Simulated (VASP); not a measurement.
TaN: single point with PBE

Crystal: TaN.

```xyz
4
Lattice="2.9609 0.0000 0.0000 -1.4804 2.5642 0.0000 0.0000 0.0000 5.5600" Properties=species:S:1:pos:R:3 pbc="T T T"
Ta    0.0000    0.0000    0.0000
Ta    0.0000    0.0000    2.7800
N     0.0000    1.7095    1.3900
N     1.4804    0.8547    4.1700
```

This cell differs from its parent crystal: uniaxial strain along c: -6.0 %.

| Item | Value |
| --- | --- |
| Program | VASP 6.6.1 |
| Task | single point |
| Functional | PBE |
| Potentials or basis | VASP PAW PBE potentials, release 64 (Ta_pv, N) |
| Cutoff | 520 eV |
| k mesh | 24 × 24 × 10 |
| Occupations | gaussian, width 0.1 eV |
| Spin | no spin polarisation |

```json
{
  "Pressure": "16.1 GPa",
  "Band gap on the k mesh": "zero (bands 16 and 17 overlap by 1.10 eV)"
}
```

Stress tensor (GPa, compression positive):
```
 1.30  0.00  0.00
 0.00  1.30  0.00
 0.00  0.00 45.80
```

Levels at points of the mesh, in eV from the Fermi level:
```csv
k point,band 13,band 14,band 15,band 16,band 17,band 18,band 19,band 20
"(0.00, 0.00, 0.00)",-3.53,-2.63,-2.63,-0.33,-0.33,-0.05,-0.05,2.86
"(0.50, 0.00, 0.00)",-4.47,-4.05,-3.38,-1.47,3.15,3.61,4.19,5.07
"(0.00, 0.00, 0.50)",-4.73,-4.73,-0.40,-0.40,0.79,0.79,0.79,0.79
"(0.50, 0.00, 0.50)",-5.08,-5.08,-2.01,-2.01,3.75,3.75,4.48,4.48
```

Run time: 3.9 min on 1 thread of Intel(R) Xeon(R) Platinum 8375C CPU @ 2.90GHz (Ice Lake), with other jobs on the host, peak memory 0.41 GiB.

Caveat: the cell differs from its parent crystal (uniaxial strain along c: -6.0 %); the cell stands under pressure; spin-orbit coupling is left out, which moves the levels of the heavy elements.
